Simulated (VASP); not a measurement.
# C (P6_3/mmc) in VASP: further runs, part 2 of 2

VASP 6.6.1.

**4. Single point, PBE**

This run uses another cell than the first one, of 5.05 Å³/atom.

INCAR

```
SYSTEM = C
ALGO = Normal
EDIFF = 1E-6
ENCUT = 520
GGA = PE
ISIF = 2
ISMEAR = 0
LASPH = .TRUE.
LCHARG = .TRUE.
LELF = .TRUE.
LREAL = .FALSE.
LVHAR = .TRUE.
LWAVE = .FALSE.
NBANDS = 36
NELM = 60
PREC = Accurate
SIGMA = 0.05
```

KPOINTS

```
k-points
0
G
  12 12 2
  0 0 0
```

POSCAR

```
C
1.0
    2.3441000000      0.0000000000      0.0000000000
   -1.1720500000      2.0300501490      0.0000000000
    0.0000000000      0.0000000000     12.7398000000
C
12
Direct
    0.0000000000      0.0000000000      0.1868593266
    0.0000000000      0.0000000000      0.6868593266
    0.0000000000      0.0000000000      0.3131406734
    0.0000000000      0.0000000000      0.8131406734
    0.3333333333      0.6666666667      0.5207665411
    0.6666666667      0.3333333333      0.0207665411
    0.3333333333      0.6666666667      0.9792334589
    0.6666666667      0.3333333333      0.4792334589
    0.3333333333      0.6666666667      0.6450950823
    0.6666666667      0.3333333333      0.1450950823
    0.3333333333      0.6666666667      0.8549049177
    0.6666666667      0.3333333333      0.3549049177
```

Potentials or basis: VASP PAW PBE potentials, release 64 (C).

The run is started by

```sh
> cat potpaw_PBE.64/C/POTCAR > POTCAR
> mpirun -np 1 vasp_std > vasp.out
```

OUTCAR:

```text
SYSTEM = C
   EDIFF = 1E-6
   ENCUT = 520
   GGA = PE
   ISIF = 2
   ISMEAR = 0
   LASPH = .TRUE.
   LREAL = .FALSE.
   NELM = 60
   PREC = Accurate

 ion  position               nearest neighbor table
   1  0.000  0.000  0.187-  10 1.45  10 1.45  10 1.45   3 1.61
   2  0.000  0.000  0.687-   9 1.45   9 1.45   9 1.45   4 1.61
   3  0.000  0.000  0.313-  12 1.45  12 1.45  12 1.45   1 1.61
   4  0.000  0.000  0.813-  11 1.45  11 1.45  11 1.45   2 1.61
   5  0.333  0.667  0.521-   8 1.45   8 1.45   8 1.45   9 1.58
   6  0.667  0.333  0.021-   7 1.45   7 1.45   7 1.45  10 1.58
   7  0.333  0.667  0.979-   6 1.45   6 1.45   6 1.45  11 1.58
   8  0.667  0.333  0.479-   5 1.45   5 1.45   5 1.45  12 1.58
   9  0.333  0.667  0.645-   2 1.45   2 1.45   2 1.45   5 1.58
  10  0.667  0.333  0.145-   1 1.45   1 1.45   1 1.45   6 1.58
  11  0.333  0.667  0.855-   4 1.45   4 1.45   4 1.45   7 1.58
  12  0.667  0.333  0.355-   3 1.45   3 1.45   3 1.45   8 1.58

  LATTYP: Found a hexagonal cell.
 ALAT       =     2.3441000000
 C/A-ratio  =     5.4348363978

  Lattice vectors:

 A1 = (   2.3441000000,   0.0000000000,   0.0000000000)
 A2 = (  -1.1720500000,   2.0300501490,   0.0000000000)
 A3 = (   0.0000000000,   0.0000000000,  12.7398000000)

Analysis of symmetry for initial positions (statically):
=====================================================================
 Subroutine PRICEL returns:
 Original cell was already a primitive cell.

 Routine SETGRP: Setting up the symmetry group for a
 hexagonal supercell.

 Subroutine GETGRP returns: Found 24 space group operations
 (whereof 12 operations were pure point group operations)
 out of a pool of 24 trial point group operations.

The static configuration has the point symmetry D_3d.
 The point group associated with its full space group is D_6h.

Analysis of symmetry for dynamics (positions and initial velocities):
=====================================================================
 Subroutine PRICEL returns:
 Original cell was already a primitive cell.

 Routine SETGRP: Setting up the symmetry group for a
 hexagonal supercell.

 Subroutine GETGRP returns: Found 24 space group operations
 (whereof 12 operations were pure point group operations)
 out of a pool of 24 trial point group operations.

The dynamic configuration has the point symmetry D_3d.
 The point group associated with its full space group is D_6h.

 Subroutine INISYM returns: Found 24 space group operations
 (whereof 12 operations are pure point group operations),
 and found     1 'primitive' translations

----------------------------------------------------------------------------------------

                                     Primitive cell

  volume of cell :      60.6241

  direct lattice vectors                    reciprocal lattice vectors
     2.344100000  0.000000000  0.000000000     0.426602961  0.246299334  0.000000000
[... 68 lines left out ...]
  0.416667  0.000000  0.000000      6.000000
[... 16 lines left out ...]
  0.250000  0.000000  0.500000      6.000000
  0.333333  0.000000  0.500000      6.000000
 [... further k-points ...]
   k-points           NKPTS =     38   k-points in BZ     NKDIM =     38   number of bands    NBANDS=     36
   number of dos      NEDOS =    301   number of ions     NIONS =     12
   total plane-waves  NPLWV =  31104
   dimension x,y,z NGX =    18 NGY =   18 NGZ =   96
   dimension x,y,z NGXF=    36 NGYF=   36 NGZF=  192
   ions per type =              12
   NGX,Y,Z   is equivalent  to a cutoff of  12.77, 12.77, 12.53 a.u.
   NGXF,Y,Z  is equivalent  to a cutoff of  25.53, 25.53, 25.05 a.u.
 SYSTEM =  C
   PREC   = accura    normal or accurate (medium, high low for compatibility)
   ISTART =      0    job   : 0-new  1-cont  2-samecut
   ICHARG =      2    charge: 1-file 2-atom 10-const
   ISPIN  =      1    spin polarized calculation?
   LNONCOLLINEAR =      F non collinear calculations
   LSORBIT =      F    spin-orbit coupling
   LASPH  =      T    aspherical Exc in radial PAW
   ENCUT  =  520.0 eV  38.22 Ry    6.18 a.u.   4.36  4.36 23.69*2*pi/ulx,y,z
   NELM   =     60;   NELMIN=  2; NELMDL= -5     # of ELM steps
   EDIFF  = 0.1E-05   stopping-criterion for ELM
   LREAL  =      F    real-space projection
   EDIFFG = 0.1E-04   stopping-criterion for IOM
   NSW    =      0    number of steps for IOM
   IBRION =     -1    ionic relax: 0-MD 1-quasi-New 2-CG
   NFREE  =      0    steps in history (QN), initial steepest desc. (CG)
   ISIF   =      2    stress and relaxation
   ISYM   =      2    0-nonsym 1-usesym 2-fastsym
   POTIM  = 0.5000    time-step for ionic-motion
   TEBEG  =    0.0;   TEEND  =   0.0 temperature during run
   PSTRESS=    0.0 pullay stress
   NELECT =      48.0000    total number of electrons
   NUPDOWN=      -1.0000    fix difference up-down
   EMIN   =  10.00;   EMAX   =-10.00  energy-range for DOS
   EFERMI =   0.00;   METHOD = LEGACY
   ISMEAR =     0;   SIGMA  =   0.05  broadening in eV -4-tet -1-fermi 0-gaus
   EFERMI_NEDOS =   21; number of points for ismear=-14 and -15
   IALGO  =     38    algorithm
   IMIX   =      4    mixing-type and parameters
     AMIX     =   0.40;   BMIX     =  1.00
     AMIX_MAG =   1.60;   BMIX_MAG =  1.00
  volume/ion in A,a.u.               =       5.05        34.09
  Fermi-wavevector in a.u.,A,eV,Ry     =   1.514514  2.862017 31.208416  2.293754
  Thomas-Fermi vector in A             =   2.624162
   LORBIT       =      0    0 simple, 1 ext, 2 COOP (PROOUT), +10 PAW based schemes
   GGA     = PE    functional components
   LHFCALC =     F    Hartree Fock is set to
   AEXX    =    0.0000 exact exchange contribution
   IVDW    =     0    specifies the selected vdW correction
   LEPSILON=     F    determine dielectric tensor
   LRPA    =     F    only Hartree local field effects (RPA)
 non-spin polarized calculation
 Gauss-broadening in eV      SIGMA  =   0.05
  energy-cutoff  :      520.00
  volume of cell :       60.62
 maximum number of plane-waves:      1685
 NGX is ok and might be reduce to    18
   NGX =  9   NGY =  9   NGZ = 47

 number of electron      48.0000009 magnetization

 Free energy of the ion-electron system (eV)
  ---------------------------------------------------
  ext. energy  EPLUGINS =         0.00000000
  ---------------------------------------------------
  free energy    TOTEN  =      -105.76733577 eV

  energy without entropy =     -105.76733577  energy(sigma->0) =     -105.76733577

 E-fermi :  11.9141     XC(G=0): -13.8394

 val. band max:       11.6905934020   @ k =   0.0000   0.0000   0.0000
 cond. band min:      14.7114412029   @ k =   0.0000   0.0000   0.0000
 fundamental gap:      3.0208478009
 Fermi energy:        11.9140871661

 k-point     1 :       0.0000    0.0000    0.0000
  band No.  band energies     occupation
      1     -11.6785      2.00000
      2     -11.0201      2.00000
      3     -10.9155      2.00000
      4      -8.9434      2.00000
      5      -8.8829      2.00000
      6      -6.6872      2.00000
[... 925 lines left out ...]
     35      21.7951      0.00000
     36      21.7951      0.00000

 [... further k-points ...]

------------------------ aborting loop because EDIFF is reached ----------------------------------------

  FORCE on cell =-STRESS in cart. coord.  units (eV):
  Direction    XX          YY          ZZ          XY          YZ          ZX
  --------------------------------------------------------------------------------------
  -------------------------------------------------------------------------------------
  Total       45.3891733     45.3891733     -8.6181096      0.0000000      0.0000000      0.0000000
  in kB     1199.5472060   1199.5472060   -227.7598047      0.0000000      0.0000000      0.0000000
  external PRESSURE =     723.7782024 kB  Pullay stress =       0.0000000 kB

 VOLUME and BASIS-vectors are now :
 -----------------------------------------------------------------------------
  energy-cutoff  :      520.00
  volume of cell :       60.62
      direct lattice vectors                 reciprocal lattice vectors
     2.344100000  0.000000000  0.000000000     0.426602961  0.246299334  0.000000000
    -1.172050000  2.030050149  0.000000000     0.000000000  0.492598668  0.000000000
     0.000000000  0.000000000 12.739800000     0.000000000  0.000000000  0.078494168

 POSITION                                       TOTAL-FORCE (eV/Angst)
 -----------------------------------------------------------------------------------
      0.00000      0.00000      2.38055        -0.000000      0.000000      0.587061
      0.00000      0.00000      8.75045         0.000000      0.000000      0.587061
      0.00000      0.00000      3.98935        -0.000000      0.000000     -0.587061
      0.00000      0.00000     10.35925         0.000000      0.000000     -0.587061
     -0.00000      1.35337      6.63446        -0.000000      0.000000      0.585556
      1.17205      0.67668      0.26456         0.000000      0.000000      0.585556
     -0.00000      1.35337     12.47524        -0.000000     -0.000000     -0.585556
      1.17205      0.67668      6.10534         0.000000     -0.000000     -0.585556
     -0.00000      1.35337      8.21838        -0.000000     -0.000000     -0.437510
      1.17205      0.67668      1.84848        -0.000000     -0.000000     -0.437510
     -0.00000      1.35337     10.89132         0.000000     -0.000000      0.437510
      1.17205      0.67668      4.52142        -0.000000     -0.000000      0.437510
 -----------------------------------------------------------------------------------
    total drift:                                0.000000     -0.000000      0.000000

  FREE ENERGIE OF THE ION-ELECTRON SYSTEM (eV)
  ---------------------------------------------------
  free  energy   TOTEN  =      -105.7673357662 eV

  energy  without entropy=     -105.7673357662  energy(sigma->0) =     -105.76733577
```

It took 51 s on 1 thread of AMD EPYC 9R45 (Zen 5), shared host; peak memory 0.16 GiB.

Results:

```
Free energy            : -105.7673 eV
Pressure               : 72.4 GPa
Largest force          : 0.587 eV/Å
Band gap on the k mesh : 3.02 eV
```

Forces on the atoms (eV/Å):
```
C    0.000  0.000  0.587
C    0.000  0.000  0.587
C    0.000  0.000 -0.587
C    0.000  0.000 -0.587
C    0.000  0.000  0.586
C    0.000  0.000  0.586
C    0.000  0.000 -0.586
C    0.000  0.000 -0.586
C    0.000  0.000 -0.438
C    0.000  0.000 -0.438
C    0.000  0.000  0.438
C    0.000  0.000  0.438
```

Stress tensor (GPa, compression positive):
```
119.95   0.00   0.00
  0.00 119.95   0.00
  0.00   0.00 -22.78
```

Levels at points of the mesh, in eV from the valence-band top:
```tsv
k point	band 22	band 23	band 24	band 25	band 26	band 27
(0.00, 0.00, 0.00)	-0.69	0.00	0.00	3.02	6.72	6.72
(0.50, 0.00, 0.00)	-4.55	-4.29	-3.70	4.38	5.46	6.05
(0.00, 0.00, 0.50)	-0.22	-0.22	-0.22	4.81	4.81	7.01
(0.50, 0.00, 0.50)	-4.54	-3.95	-3.95	4.59	4.59	6.28
```

Caveat: the stress differs along the axes, from -23 to 120 GPa.

**5. Summary**

| cell | gap on the mesh (eV) | pressure (GPa) | largest force (eV/Å) |
| --- | --- | --- | --- |
| a = 2.344, b = 2.344, c = 12.585 Å, angles 90.0, 90.0, 120.0°, 12 atoms | 3.41 | 79.3 | 0.67 |
| a = 2.388, b = 2.388, c = 12.118 Å, angles 90.0, 90.0, 120.0°, 12 atoms | 4.88 | 75.4 | 0.41 |
| a = 2.344, b = 2.344, c = 12.740 Å, angles 90.0, 90.0, 120.0°, 12 atoms | 3.02 | 72.4 | 0.59 |

Alike in all rows: task single point; level PBE; potentials or basis VASP PAW PBE potentials, release 64 (C); no spin polarisation; k mesh 12 × 12 × 2; cutoff (eV) 520; smearing gaussian 0.05 eV.

Caveats: the stress differs along the axes, from -7 to 122 GPa (at least some runs); the stress differs along the axes, from 45 to 90 GPa (at least some runs); the stress differs along the axes, from -23 to 120 GPa (at least some runs).

Total energies depend on the potentials used, so only differences within one code and one set of settings carry meaning.
